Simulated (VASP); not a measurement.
# Nd2As3W (P-3m1) in VASP: a series of runs

Nd2As3W is run at these levels: PBE; tasks: single point, relaxation of cell and atoms.

Program: VASP 6.6.1. These are calculated values, not measurements. Logs are shortened: lines on timing, memory, paths and dates and some standing lists are left out, and cuts for length are marked.

**1. The cell of the first run**

Symmetry: P-3m1, No. 164, trigonal system. The conventional cell has a = 4.092 Å, b = 4.092 Å, c = 9.569 Å, α = 90.00°, β = 90.00°, γ = 120.00°. Within 3.9 Å of Nd (site symmetry 3m) lie 6 As at 2.96 to 2.97 Å and 3 W at 3.80 Å. Within 3.9 Å of As (site symmetry -3m) lie 6 Nd at 2.97 Å. Within 3.5 Å of As (site symmetry 3m) lie 3 W at 2.65 Å and 3 Nd at 2.96 Å and 3 As at 3.35 Å. Within 3.5 Å of W (site symmetry -3m) lie 6 As at 2.65 Å.

The cell was built from a structure type or drawn by symmetry, and may not be a known phase.

**2. Single point, PBE**

INCAR reads:

```
SYSTEM = Nd2As3W
  PREC = Accurate
  ENCUT = 500
  EDIFF = 1E-6
  ISMEAR = 0
  SIGMA = 0.1
  LREAL = .False.
  LASPH = .True.
  NELM = 200
  ALGO = Normal
  ISIF = 2
  LWAVE = .False.
  LCHARG = .False.
  GGA = PE
  NBANDS = 34
  GGA_COMPAT = .False.
  LMAXMIX = 6
```

KPOINTS reads:

```
Automatic mesh
0
Gamma
  12 12 4
  0 0 0
```

POSCAR reads:

```
Nd2As3W
1.0
    4.0920093127      0.0000000000      0.0000000000
   -2.0460046564      3.5437840173      0.0000000000
    0.0000000000      0.0000000000      9.5694519676
Nd As W
2 3 1
Direct
    0.3333333333      0.6666666667      0.6886413433
    0.6666666667      0.3333333333      0.3113586567
    0.0000000000      0.0000000000      0.5000000000
    0.3333333333      0.6666666667      0.1244311633
    0.6666666667      0.3333333333      0.8755688367
    0.0000000000      0.0000000000      0.0000000000
```

Potentials or basis: VASP PAW PBE potentials, release 64 (Nd_3, As, W_sv), 4f in core.

Launch:

```bash
$ cat potpaw_PBE.64/Nd_3/POTCAR potpaw_PBE.64/As/POTCAR potpaw_PBE.64/W_sv/POTCAR > POTCAR
$ mpirun -np 1 vasp_std > vasp.out
```

OUTCAR:

```text
SYSTEM = Nd2As3W
   PREC = Accurate
   ENCUT = 500
   EDIFF = 1E-6
   ISMEAR = 0
   LREAL = .False.
   LASPH = .True.
   NELM = 200
   ISIF = 2
   GGA = PE

 ion  position               nearest neighbor table
   1  0.333  0.667  0.689-   5 2.96   5 2.96   5 2.96   3 2.97   3 2.97   3 2.97
   2  0.667  0.333  0.311-   4 2.96   4 2.96   4 2.96   3 2.97   3 2.97   3 2.97
   3  0.000  0.000  0.500-   1 2.97   2 2.97   2 2.97   1 2.97   2 2.97   1 2.97
   4  0.333  0.667  0.124-   6 2.65   6 2.65   6 2.65   2 2.96   2 2.96   2 2.96
   5  0.667  0.333  0.876-   6 2.65   6 2.65   6 2.65   1 2.96   1 2.96   1 2.96
   6  0.000  0.000  0.000-   4 2.65   5 2.65   5 2.65   4 2.65   5 2.65   4 2.65

  LATTYP: Found a hexagonal cell.
 ALAT       =     4.0920093127
 C/A-ratio  =     2.3385704275

  Lattice vectors:

 A1 = (   4.0920093127,   0.0000000000,   0.0000000000)
 A2 = (  -2.0460046564,   3.5437840173,   0.0000000000)
 A3 = (   0.0000000000,   0.0000000000,   9.5694519676)

Analysis of symmetry for initial positions (statically):
=====================================================================
 Subroutine PRICEL returns:
 Original cell was already a primitive cell.

 Routine SETGRP: Setting up the symmetry group for a
 hexagonal supercell.

 Subroutine GETGRP returns: Found 12 space group operations
 (whereof 12 operations were pure point group operations)
 out of a pool of 24 trial point group operations.

The static configuration has the point symmetry D_3d.

Analysis of symmetry for dynamics (positions and initial velocities):
=====================================================================
 Subroutine PRICEL returns:
 Original cell was already a primitive cell.

 Routine SETGRP: Setting up the symmetry group for a
 hexagonal supercell.

 Subroutine GETGRP returns: Found 12 space group operations
 (whereof 12 operations were pure point group operations)
 out of a pool of 24 trial point group operations.

The dynamic configuration has the point symmetry D_3d.

 Subroutine INISYM returns: Found 12 space group operations
 (whereof 12 operations are pure point group operations),
 and found     1 'primitive' translations

----------------------------------------------------------------------------------------

                                     Primitive cell

  volume of cell :     138.7685

  direct lattice vectors                    reciprocal lattice vectors
     4.092009313  0.000000000  0.000000000     0.244378720  0.141092120  0.000000000
    -2.046004656  3.543784017  0.000000000     0.000000000  0.282184240  0.000000000
     0.000000000  0.000000000  9.569451968     0.000000000  0.000000000  0.104499192

  length of vectors
     4.092009313  4.092009313  9.569451968     0.282184240  0.282184240  0.104499192

  position of ions in fractional coordinates (direct lattice)
     0.333333333  0.666666667  0.688641343
     0.666666667  0.333333333  0.311358657
     0.000000000  0.000000000  0.500000000
     0.333333333  0.666666667  0.124431163
     0.666666667  0.333333333  0.875568837
     0.000000000  0.000000000  0.000000000

  ion indices of the primitive-cell ions
   primitive index   ion index
                 1           1
                 2           2
                 3           3
                 4           4
                 5           5
                 6           6

----------------------------------------------------------------------------------------

 KPOINTS: Automatic mesh

Automatic generation of k-mesh.
 Grid dimensions read from file:
 generate k-points for:   12   12    4

 Generating k-lattice:

  Cartesian coordinates                     Fractional coordinates (reciprocal lattice)
     0.020364893  0.011757677  0.000000000     0.083333333  0.000000000  0.000000000
     0.000000000  0.023515353  0.000000000     0.000000000  0.083333333  0.000000000
     0.000000000  0.000000000  0.026124798     0.000000000  0.000000000  0.250000000

  Length of vectors
     0.023515353  0.023515353  0.026124798

  Shift w.r.t. Gamma in fractional coordinates (k-lattice)
     0.000000000  0.000000000  0.000000000

 Subroutine IBZKPT returns following result:
 ===========================================

 Found     69 irreducible k-points:

 Following reciprocal coordinates:
            Coordinates               Weight
  0.000000  0.000000  0.000000      1.000000
  0.083333  0.000000  0.000000      6.000000
  0.166667 -0.000000  0.000000      6.000000
  0.250000  0.000000  0.000000      6.000000
  0.333333  0.000000  0.000000      6.000000
  0.416667  0.000000  0.000000      6.000000
[... 16 lines left out ...]
  0.166667 -0.000000  0.250000      6.000000
  0.000000  0.166667  0.250000      6.000000
 [... further k-points ...]
   k-points           NKPTS =     69   k-points in BZ     NKDIM =     69   number of bands    NBANDS=     34
   number of dos      NEDOS =    301   number of ions     NIONS =      6
   total plane-waves  NPLWV =  63000
   dimension x,y,z NGX =    30 NGY =   30 NGZ =   70
   dimension x,y,z NGXF=    60 NGYF=   60 NGZF=  140
   ions per type =               2   3   1
   NGX,Y,Z   is equivalent  to a cutoff of  12.19, 12.19, 12.16 a.u.
   NGXF,Y,Z  is equivalent  to a cutoff of  24.38, 24.38, 24.32 a.u.
 SYSTEM =  Nd2As3W
   PREC   = accura    normal or accurate (medium, high low for compatibility)
   ISTART =      0    job   : 0-new  1-cont  2-samecut
   ICHARG =      2    charge: 1-file 2-atom 10-const
   ISPIN  =      1    spin polarized calculation?
   LNONCOLLINEAR =      F non collinear calculations
   LSORBIT =      F    spin-orbit coupling
   LASPH  =      T    aspherical Exc in radial PAW
   ENCUT  =  500.0 eV  36.75 Ry    6.06 a.u.   7.46  7.46 17.45*2*pi/ulx,y,z
   NELM   =    200;   NELMIN=  2; NELMDL= -5     # of ELM steps
   EDIFF  = 0.1E-05   stopping-criterion for ELM
   LREAL  =      F    real-space projection
   EDIFFG = 0.1E-04   stopping-criterion for IOM
   NSW    =      0    number of steps for IOM
   IBRION =     -1    ionic relax: 0-MD 1-quasi-New 2-CG
   NFREE  =      0    steps in history (QN), initial steepest desc. (CG)
   ISIF   =      2    stress and relaxation
   ISYM   =      2    0-nonsym 1-usesym 2-fastsym
   POTIM  = 0.5000    time-step for ionic-motion
   TEBEG  =    0.0;   TEEND  =   0.0 temperature during run
   PSTRESS=    0.0 pullay stress
   NELECT =      51.0000    total number of electrons
   NUPDOWN=      -1.0000    fix difference up-down
   EMIN   =  10.00;   EMAX   =-10.00  energy-range for DOS
   EFERMI =   0.00;   METHOD = LEGACY
   ISMEAR =     0;   SIGMA  =   0.10  broadening in eV -4-tet -1-fermi 0-gaus
   EFERMI_NEDOS =   21; number of points for ismear=-14 and -15
   IALGO  =     38    algorithm
   IMIX   =      4    mixing-type and parameters
     AMIX     =   0.40;   BMIX     =  1.00
     AMIX_MAG =   1.60;   BMIX_MAG =  1.00
  volume/ion in A,a.u.               =      23.13       156.08
  Fermi-wavevector in a.u.,A,eV,Ry     =   1.172649  2.215985 18.709438  1.375105
  Thomas-Fermi vector in A             =   2.309074
   LORBIT       =      0    0 simple, 1 ext, 2 COOP (PROOUT), +10 PAW based schemes
   GGA     = PE    functional components
   LHFCALC =     F    Hartree Fock is set to
   AEXX    =    0.0000 exact exchange contribution
   IVDW    =     0    specifies the selected vdW correction
   LEPSILON=     F    determine dielectric tensor
   LRPA    =     F    only Hartree local field effects (RPA)
 non-spin polarized calculation
 Gauss-broadening in eV      SIGMA  =   0.10
  energy-cutoff  :      500.00
  volume of cell :      138.77
 maximum number of plane-waves:      3558
 NGX is ok and might be reduce to    30
   NGX = 15   NGY = 15   NGZ = 35

 number of electron      51.0000003 magnetization

 Free energy of the ion-electron system (eV)
  ---------------------------------------------------
  ext. energy  EPLUGINS =         0.00000000
  ---------------------------------------------------
  free energy    TOTEN  =       -40.98311135 eV

  energy without entropy =      -40.95340574  energy(sigma->0) =      -40.96825854

 E-fermi :   5.5180     XC(G=0): -10.5991

 val. band max:        5.5173794983   @ k =   0.2500   0.1667   0.2500
 cond. band min:       5.5185206334   @ k =   0.4167   0.0000   0.5000
 fundamental gap:      0.0011411350
 Fermi energy:         5.5180099564

 k-point     1 :       0.0000    0.0000    0.0000
  band No.  band energies     occupation
      1     -68.7836      2.00000
      2     -33.0273      2.00000
      3     -33.0273      2.00000
      4     -32.8888      2.00000
      5     -32.3420      2.00000
      6     -32.3317      2.00000
[... 26 lines left out ...]
     33       7.6718      0.00000
     34       7.8844      0.00000

 k-point     2 :       0.0833    0.0000    0.0000
  band No.  band energies     occupation
      1     -68.7836      2.00000
      2     -33.0289      2.00000
      3     -33.0277      2.00000
      4     -32.8885      2.00000
      5     -32.3403      2.00000
      6     -32.3303      2.00000
[... 26 lines left out ...]
     33       7.7237      0.00000
     34       8.1046      0.00000

 k-point     3 :       0.1667   -0.0000    0.0000
  band No.  band energies     occupation
      1     -68.7835      2.00000
      2     -33.0334      2.00000
      3     -33.0287      2.00000
      4     -32.8876      2.00000
      5     -32.3355      2.00000
      6     -32.3265      2.00000
[... 26 lines left out ...]
     33       8.3148      0.00000
     34       8.5167      0.00000
[... 704 lines left out ...]
 k-point    23 :       0.1667   -0.0000    0.2500
  band No.  band energies     occupation
      1     -68.7835      2.00000
      2     -33.0334      2.00000
      3     -33.0287      2.00000
      4     -32.8876      2.00000
      5     -32.3351      2.00000
      6     -32.3269      2.00000
[... 26 lines left out ...]
     33       8.3969      0.00000
     34       8.7840      0.00000

 k-point    24 :       0.0000    0.1667    0.2500
  band No.  band energies     occupation
      1     -68.7835      2.00000
      2     -33.0334      2.00000
      3     -33.0287      2.00000
      4     -32.8876      2.00000
      5     -32.3350      2.00000
      6     -32.3269      2.00000
[... 26 lines left out ...]
     33       8.3078      0.00000
     34       8.4477      0.00000

 [... further k-points ...]

------------------------ aborting loop because EDIFF is reached ----------------------------------------

  FORCE on cell =-STRESS in cart. coord.  units (eV):
  Direction    XX          YY          ZZ          XY          YZ          ZX
  --------------------------------------------------------------------------------------
  -------------------------------------------------------------------------------------
  Total        0.3619447      0.3619447      0.3597859     -0.0000000      0.0000000     -0.0000000
  in kB        4.1788988      4.1788988      4.1539738     -0.0000000      0.0000000     -0.0000000
  external PRESSURE =       4.1705905 kB  Pullay stress =       0.0000000 kB

 VOLUME and BASIS-vectors are now :
 -----------------------------------------------------------------------------
  energy-cutoff  :      500.00
  volume of cell :      138.77
      direct lattice vectors                 reciprocal lattice vectors
     4.092009313  0.000000000  0.000000000     0.244378720  0.141092120  0.000000000
    -2.046004656  3.543784017  0.000000000     0.000000000  0.282184240  0.000000000
     0.000000000  0.000000000  9.569451968     0.000000000  0.000000000  0.104499192

 POSITION                                       TOTAL-FORCE (eV/Angst)
 -----------------------------------------------------------------------------------
     -0.00000      2.36252      6.58992         0.000000      0.000000      0.006570
      2.04600      1.18126      2.97953        -0.000000      0.000000     -0.006570
      0.00000      0.00000      4.78473         0.000000      0.000000      0.000000
     -0.00000      2.36252      1.19074         0.000000     -0.000000     -0.008823
      2.04600      1.18126      8.37871         0.000000      0.000000      0.008823
      0.00000      0.00000      0.00000         0.000000      0.000000      0.000000
 -----------------------------------------------------------------------------------
    total drift:                                0.000000      0.000000      0.000000

  FREE ENERGIE OF THE ION-ELECTRON SYSTEM (eV)
  ---------------------------------------------------
  free  energy   TOTEN  =       -40.9831113502 eV

  energy  without entropy=      -40.9534057353  energy(sigma->0) =      -40.96825854
```

Run time: 3 min. Hardware: 1 thread of Intel Xeon Platinum 8559C (Emerald Rapids), shared host; peak memory 0.44 GiB.

Results:

```yaml
Free_energy: -40.9831 eV
Pressure: 0.4 GPa
Largest_force: 0.009 eV/Å
Band_gap_on_the_k_mesh: zero (an odd number of electrons rules out a gap without spin polarisation)
```

Forces in eV/Å, atoms in the order of the input:
```
Nd   0.000  0.000  0.007
Nd   0.000  0.000 -0.007
As   0.000  0.000  0.000
As   0.000  0.000 -0.009
As   0.000  0.000  0.009
W    0.000  0.000  0.000
```

Caveat: spin-orbit coupling is left out, which moves the levels of the heavy elements; the 4f electrons are frozen in the core, so they carry no moment and show no levels. Spin polarisation is off, so any magnetic state and its effect on volume and gap are missing.

[end of part 1 of 2]
